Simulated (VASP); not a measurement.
Runs of VASP 6.6.1 on Zr. The structure is that of space group P6_3/mmc (No. 194), or close to it. The cells are those of the table. 

```csv
task,level,potentials or basis,spin,cell,k mesh,cutoff (eV),smearing,grid for exact exchange (PRECFOCK),share of exact exchange,screening parameter,gap on the mesh (eV),pressure (GPa),relaxed volume (Å³/atom)
relaxation of cell and atoms,RPBE+D3(BJ),"VASP PAW PBE potentials, release 64 (Zr_sv)",off,"relaxed from a = 3.232, b = 3.232, c = 5.147 Å, angles 90.0, 90.0, 120.0°, 2 atoms",9 × 9 × 5,600,fermi-dirac 0.05 eV,-,-,-,none,0.0,17.44
single point,PBEsol-based screened hybrid with 25 % exact exchange,"VASP PAW PBE potentials, release 64 (Zr_sv)",off,"a = 3.244, b = 3.244, c = 5.004 Å, angles 90.0, 90.0, 120.0°, 2 atoms",5 × 5 × 3,520,fermi-dirac 0.05 eV,Normal,0.25,0.207 1/Å,none,0.0,-
single point,LDA,"VASP PAW LDA potentials, release 64 (Zr_sv)",off,"a = 3.482, b = 3.482, c = 5.544 Å, angles 90.0, 90.0, 120.0°, 2 atoms",9 × 9 × 5,520,methfessel-paxton 0.1 eV,-,-,-,none,(b),-
relaxation of cell and atoms,RPBE,"VASP PAW PBE potentials, release 64 (Zr_sv)",off,"relaxed from a = 3.232, b = 3.232, c = 5.147 Å, angles 90.0, 90.0, 120.0°, 2 atoms",9 × 9 × 5,600,fermi-dirac 0.05 eV,-,-,-,none,0.0,23.95
single point,PBE,"VASP PAW PBE potentials, release 64 (Zr_sv)",off,"a = 3.232, b = 3.232, c = 5.147 Å, angles 90.0, 90.0, 120.0°, 2 atoms",9 × 9 × 5,520,gaussian 0.013 eV,-,-,-,none,0.6,-
single point,RPBE,"VASP PAW PBE potentials, release 64 (Zr_sv)",off,"a = 3.232, b = 3.232, c = 5.147 Å, angles 90.0, 90.0, 120.0°, 2 atoms",9 × 9 × 5,520,gaussian 0.1 eV,-,-,-,none,2.7,-
single point,revPBE+D4,"VASP PAW PBE potentials, release 64 (Zr_sv)",off,"a = 3.224, b = 3.224, c = 5.178 Å, angles 90.0, 90.0, 120.0°, 2 atoms",9 × 9 × 5,520,fermi-dirac 0.05 eV,-,-,-,none,0.0,-
single point,PBEsol,"VASP PAW PBE potentials, release 64 (Zr_sv)","non-collinear, zero start, SOC","a = 3.253, b = 3.253, c = 5.181 Å, angles 90.0, 90.0, 120.0°, 2 atoms",9 × 9 × 5,500,fermi-dirac 0.05 eV,-,-,-,-,(a),-
```

Question: Fill in the values left out.

Answer: (a) -4.9; (b) -18.4.

Caveats: some runs use coarse meshes; the PAW data sets were made with another functional, which shifts forces and pressure a little (at least some runs); the cell stands under tension (at least some runs); the volume moved by over 15 % at a fixed basis, so the end points are rough (at least some runs).

A k mesh can miss the band edges, and rows without SOC leave out spin-orbit coupling on Zr.

A gap of «none» marks levels without a gap at the run's occupations.
